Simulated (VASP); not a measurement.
# ZrO (Cccm) in VASP: single point with PBEsol

Aim: the single point of ZrO with PBEsol.

Program: VASP 6.6.1. These are calculated values, not measurements. Logs are shortened: lines on timing, memory, paths and dates and some standing lists are left out, and cuts for length are marked.

**1. The cell of the first run**

Symmetry: Cccm, No. 66, orthorhombic system. Conventional cell: a = 5.255 Å, b = 5.307 Å, c = 6.388 Å, α = 90.00°, β = 90.00°, γ = 90.00°. Zr (site symmetry 2/m) has 4 O at 2.46 Å within 3.2 Å. Within 3.2 Å of O (site symmetry 222) lie 4 Zr at 2.46 Å and 2 O at 3.19 Å.

**2. Single point, PBEsol (Ag replaced by Zr, lengths x 1.085, strained)**

Contents of INCAR:

```
PREC     = Accurate       # precision mode
ENCUT    = 520            # plane-wave cutoff, eV
EDIFF    = 1E-6           # SCF threshold, eV
ISMEAR   = 0              # smearing method
SIGMA    = 0.1            # smearing width, eV
LREAL    = False          # projectors in reciprocal space
LASPH    = True           # aspherical terms in the spheres
NELM     = 80             # most SCF steps
ALGO     = Normal         # electronic algorithm
ISIF     = 2              # what is computed and relaxed
LWAVE    = False          # write WAVECAR
LCHARG   = False          # write CHGCAR
GGA      = PS             # functional
NBANDS   = 26             # bands
```

Contents of KPOINTS:

```
Automatic mesh
0
Gamma
  12 12 8
```

Contents of POSCAR:

```
ZrO
1.0
    2.6276799862     -2.6534332919      0.0000000000
    2.6276799862      2.6534332919      0.0000000000
    0.0000000000      0.0000000000      6.3882569002
Zr O
2 2
Direct
    0.5000000000      0.0000000000      0.5000000000
    0.0000000000      0.5000000000      0.0000000000
    0.0000000000      0.0000000000      0.2500000000
    0.0000000000      0.0000000000      0.7500000000
```

Potentials or basis: VASP PAW PBE potentials, release 64 (Zr_sv, O).

Started as:

```console
$ cat potpaw_PBE.64/Zr_sv/POTCAR potpaw_PBE.64/O/POTCAR > POTCAR
$ mpirun -np 1 vasp_std > vasp.out
```

OUTCAR:

```text
PREC = Accurate
   ENCUT = 520
   EDIFF = 1E-6
   ISMEAR = 0
   LREAL = False
   LASPH = True
   NELM = 80
   ISIF = 2
   GGA = PS

 ion  position               nearest neighbor table
   1  0.500  0.000  0.500-   3 2.46   4 2.46   3 2.46   4 2.46
   2  0.000  0.500  0.000-   3 2.46   4 2.46   3 2.46   4 2.46
   3  0.000  0.000  0.250-   1 2.46   2 2.46   2 2.46   1 2.46
   4  0.000  0.000  0.750-   1 2.46   2 2.46   2 2.46   1 2.46

  LATTYP: Found a base centered orthorhombic cell.
 ALAT       =     5.2553599724
 B/A-ratio  =     1.0098007770
 C/A-ratio  =     1.2155698056

  Lattice vectors:

 A1 = (   2.6276799862,  -2.6534332919,   0.0000000000)
 A2 = (   2.6276799862,   2.6534332919,   0.0000000000)
 A3 = (   0.0000000000,   0.0000000000,   6.3882569002)

Analysis of symmetry for initial positions (statically):
=====================================================================
 Subroutine PRICEL returns:
 Original cell was already a primitive cell.

 Routine SETGRP: Setting up the symmetry group for a
 base centered orthorhombic supercell.

 Subroutine GETGRP returns: Found  8 space group operations
 (whereof  4 operations were pure point group operations)
 out of a pool of  8 trial point group operations.

The static configuration has the point symmetry C_2h.
 The point group associated with its full space group is D_2h.

Analysis of symmetry for dynamics (positions and initial velocities):
=====================================================================
 Subroutine PRICEL returns:
 Original cell was already a primitive cell.

 Routine SETGRP: Setting up the symmetry group for a
 base centered orthorhombic supercell.

 Subroutine GETGRP returns: Found  8 space group operations
 (whereof  4 operations were pure point group operations)
 out of a pool of  8 trial point group operations.

The dynamic configuration has the point symmetry C_2h.
 The point group associated with its full space group is D_2h.

 Subroutine INISYM returns: Found  8 space group operations
 (whereof  4 operations are pure point group operations),
 and found     1 'primitive' translations

----------------------------------------------------------------------------------------

                                     Primitive cell

  volume of cell :      89.0826

  direct lattice vectors                    reciprocal lattice vectors
     2.627679986 -2.653433292  0.000000000     0.190281923 -0.188435112  0.000000000
     2.627679986  2.653433292  0.000000000     0.190281923  0.188435112  0.000000000
     0.000000000  0.000000000  6.388256900     0.000000000  0.000000000  0.156537224

  length of vectors
     3.734355412  3.734355412  6.388256900     0.267796568  0.267796568  0.156537224

  position of ions in fractional coordinates (direct lattice)
     0.500000000  1.000000000  0.500000000
     1.000000000  0.500000000  0.000000000
     0.000000000  0.000000000  0.250000000
     0.000000000  0.000000000  0.750000000

  ion indices of the primitive-cell ions
   primitive index   ion index
                 1           1
                 2           2
                 3           3
                 4           4

----------------------------------------------------------------------------------------

 KPOINTS: Automatic mesh

Automatic generation of k-mesh.
 Grid dimensions read from file:
 generate k-points for:   12   12    8

 Generating k-lattice:

  Cartesian coordinates                     Fractional coordinates (reciprocal lattice)
     0.015856827 -0.015702926  0.000000000     0.083333333 -0.000000000  0.000000000
     0.015856827  0.015702926  0.000000000    -0.000000000  0.083333333  0.000000000
     0.000000000  0.000000000  0.019567153     0.000000000  0.000000000  0.125000000

  Length of vectors
     0.022316381  0.022316381  0.019567153

  Shift w.r.t. Gamma in fractional coordinates (k-lattice)
     0.000000000  0.000000000  0.000000000

 Subroutine IBZKPT returns following result:
 ===========================================

 Found    215 irreducible k-points:

 Following reciprocal coordinates:
            Coordinates               Weight
  0.000000  0.000000  0.000000      1.000000
  0.083333  0.000000  0.000000      4.000000
  0.166667  0.000000  0.000000      4.000000
  0.250000  0.000000  0.000000      4.000000
  0.333333  0.000000  0.000000      4.000000
  0.416667  0.000000  0.000000      4.000000
[... 16 lines left out ...]
  0.500000  0.166667  0.000000      4.000000
 -0.416667  0.166667  0.000000      4.000000
 [... further k-points ...]
   k-points           NKPTS =    215   k-points in BZ     NKDIM =    215   number of bands    NBANDS=     26
   number of dos      NEDOS =    301   number of ions     NIONS =      4
   total plane-waves  NPLWV =  37632
   dimension x,y,z NGX =    28 NGY =   28 NGZ =   48
   dimension x,y,z NGXF=    56 NGYF=   56 NGZF=   96
   ions per type =               2   2
   NGX,Y,Z   is equivalent  to a cutoff of  12.47, 12.47, 12.49 a.u.
   NGXF,Y,Z  is equivalent  to a cutoff of  24.93, 24.93, 24.98 a.u.
 SYSTEM =  unknown system
   PREC   = accura    normal or accurate (medium, high low for compatibility)
   ISTART =      0    job   : 0-new  1-cont  2-samecut
   ICHARG =      2    charge: 1-file 2-atom 10-const
   ISPIN  =      1    spin polarized calculation?
   LNONCOLLINEAR =      F non collinear calculations
   LSORBIT =      F    spin-orbit coupling
   LASPH  =      T    aspherical Exc in radial PAW
   ENCUT  =  520.0 eV  38.22 Ry    6.18 a.u.   6.94  6.94 11.88*2*pi/ulx,y,z
   NELM   =     80;   NELMIN=  2; NELMDL= -5     # of ELM steps
   EDIFF  = 0.1E-05   stopping-criterion for ELM
   LREAL  =      F    real-space projection
   EDIFFG = 0.1E-04   stopping-criterion for IOM
   NSW    =      0    number of steps for IOM
   IBRION =     -1    ionic relax: 0-MD 1-quasi-New 2-CG
   NFREE  =      0    steps in history (QN), initial steepest desc. (CG)
   ISIF   =      2    stress and relaxation
   ISYM   =      2    0-nonsym 1-usesym 2-fastsym
   POTIM  = 0.5000    time-step for ionic-motion
   TEBEG  =    0.0;   TEEND  =   0.0 temperature during run
   PSTRESS=    0.0 pullay stress
   NELECT =      36.0000    total number of electrons
   NUPDOWN=      -1.0000    fix difference up-down
   EMIN   =  10.00;   EMAX   =-10.00  energy-range for DOS
   EFERMI =   0.00;   METHOD = LEGACY
   ISMEAR =     0;   SIGMA  =   0.10  broadening in eV -4-tet -1-fermi 0-gaus
   EFERMI_NEDOS =   21; number of points for ismear=-14 and -15
   IALGO  =     38    algorithm
   IMIX   =      4    mixing-type and parameters
     AMIX     =   0.40;   BMIX     =  1.00
     AMIX_MAG =   1.60;   BMIX_MAG =  1.00
  volume/ion in A,a.u.               =      22.27       150.29
  Fermi-wavevector in a.u.,A,eV,Ry     =   1.210351  2.287232 19.931848  1.464949
  Thomas-Fermi vector in A             =   2.345900
   LORBIT       =      0    0 simple, 1 ext, 2 COOP (PROOUT), +10 PAW based schemes
   GGA     = PS    functional components
   LHFCALC =     F    Hartree Fock is set to
   AEXX    =    0.0000 exact exchange contribution
   IVDW    =     0    specifies the selected vdW correction
   LEPSILON=     F    determine dielectric tensor
   LRPA    =     F    only Hartree local field effects (RPA)
 non-spin polarized calculation
 Gauss-broadening in eV      SIGMA  =   0.10
  energy-cutoff  :      520.00
  volume of cell :       89.08
 maximum number of plane-waves:      2426
   NGX = 13   NGY = 13   NGZ = 23

 number of electron      35.9999987 magnetization

 Free energy of the ion-electron system (eV)
  ---------------------------------------------------
  ext. energy  EPLUGINS =         0.00000000
  ---------------------------------------------------
  free energy    TOTEN  =       -34.52790243 eV

  energy without entropy =      -34.50216799  energy(sigma->0) =      -34.51503521

 E-fermi :   5.1539     XC(G=0):  -9.5274

 val. band max:        5.1529767718   @ k =   0.4167   0.3333   0.5000
 cond. band min:       5.1548612733   @ k =  -0.0833   0.0833   0.2500
 fundamental gap:      0.0018845015
 Fermi energy:         5.1538503639

 k-point     1 :       0.0000    0.0000    0.0000
  band No.  band energies     occupation
      1     -45.6767      2.00000
      2     -45.6704      2.00000
      3     -23.7379      2.00000
      4     -23.6560      2.00000
      5     -23.6551      2.00000
      6     -23.6120      2.00000
[... 18 lines left out ...]
     25       6.7254      0.00000
     26       7.4027      0.00000

 k-point     2 :       0.0833    0.0000    0.0000
  band No.  band energies     occupation
      1     -45.6761      2.00000
      2     -45.6701      2.00000
      3     -23.7343      2.00000
      4     -23.6658      2.00000
      5     -23.6550      2.00000
      6     -23.6126      2.00000
[... 18 lines left out ...]
     25       6.6823      0.00000
     26       7.6857      0.00000

 k-point     3 :       0.1667    0.0000    0.0000
  band No.  band energies     occupation
      1     -45.6747      2.00000
      2     -45.6693      2.00000
      3     -23.7240      2.00000
      4     -23.6937      2.00000
      5     -23.6536      2.00000
      6     -23.6146      2.00000
[... 18 lines left out ...]
     25       6.7808      0.00000
     26       7.9209      0.00000

 k-point     4 :       0.2500    0.0000    0.0000
  band No.  band energies     occupation
      1     -45.6727      2.00000
      2     -45.6682      2.00000
      3     -23.7315      2.00000
      4     -23.7089      2.00000
      5     -23.6516      2.00000
      6     -23.6185      2.00000
[... 18 lines left out ...]
     25       7.0099      0.00000
     26       7.8759      0.00000
[... 496 lines left out ...]
      1     -45.6670      2.00000
      2     -45.6654      2.00000
      3     -23.7984      2.00000
      4     -23.6807      2.00000
      5     -23.6650      2.00000
      6     -23.6316      2.00000
[... 18 lines left out ...]
     25       7.4325      0.00000
     26       7.5986      0.00000

 k-point    23 :       0.5000    0.1667    0.0000
  band No.  band energies     occupation
      1     -45.6663      2.00000
      2     -45.6653      2.00000
      3     -23.8081      2.00000
      4     -23.6802      2.00000
      5     -23.6573      2.00000
      6     -23.6362      2.00000
[... 18 lines left out ...]
     25       7.4170      0.00000
     26       7.8466      0.00000

 k-point    24 :      -0.4167    0.1667    0.0000
  band No.  band energies     occupation
      1     -45.6671      2.00000
      2     -45.6654      2.00000
      3     -23.7984      2.00000
      4     -23.6806      2.00000
      5     -23.6658      2.00000
      6     -23.6307      2.00000
[... 18 lines left out ...]
     25       7.4340      0.00000
     26       7.6120      0.00000

 [... further k-points ...]

------------------------ aborting loop because EDIFF is reached ----------------------------------------

  FORCE on cell =-STRESS in cart. coord.  units (eV):
  Direction    XX          YY          ZZ          XY          YZ          ZX
  --------------------------------------------------------------------------------------
  -------------------------------------------------------------------------------------
  Total      -13.8964234    -14.3490399    -21.4957161     -0.0000000      0.0000000      0.0000000
  in kB     -249.9312752   -258.0717171   -386.6067972     -0.0000000      0.0000000      0.0000000
  external PRESSURE =    -298.2032632 kB  Pullay stress =       0.0000000 kB

 VOLUME and BASIS-vectors are now :
 -----------------------------------------------------------------------------
  energy-cutoff  :      520.00
  volume of cell :       89.08
      direct lattice vectors                 reciprocal lattice vectors
     2.627679986 -2.653433292  0.000000000     0.190281923 -0.188435112  0.000000000
     2.627679986  2.653433292  0.000000000     0.190281923  0.188435112  0.000000000
     0.000000000  0.000000000  6.388256900     0.000000000  0.000000000  0.156537224

 POSITION                                       TOTAL-FORCE (eV/Angst)
 -----------------------------------------------------------------------------------
      1.31384     -1.32672      3.19413        -0.000000     -0.000000      0.000000
      1.31384      1.32672      0.00000         0.000000     -0.000000      0.000000
      0.00000      0.00000      1.59706         0.000000     -0.000000     -0.000000
      0.00000      0.00000      4.79119         0.000000      0.000000      0.000000
 -----------------------------------------------------------------------------------
    total drift:                                0.000000      0.000000      0.000000

  FREE ENERGIE OF THE ION-ELECTRON SYSTEM (eV)
  ---------------------------------------------------
  free  energy   TOTEN  =       -34.5279024280 eV

  energy  without entropy=      -34.5021679934  energy(sigma->0) =      -34.51503521
```

Wall time 15 min (1 thread of AMD EPYC 7R13, shared host); peak memory 0.46 GiB.

Results:

```
Free energy            : -34.5279 eV
Pressure               : -29.8 GPa
Band gap on the k mesh : zero (band 18 reaches 5.50 eV, above the bottom of band 19 at 4.76 eV)
```

Stress tensor (GPa, compression positive):
```
-24.99   0.00   0.00
  0.00 -25.81   0.00
  0.00   0.00 -38.66
```

Caveat: the cell differs from its parent crystal (Ag replaced by Zr, lengths x 1.085, strained); the PAW data sets were made with another functional, which shifts forces and pressure a little.
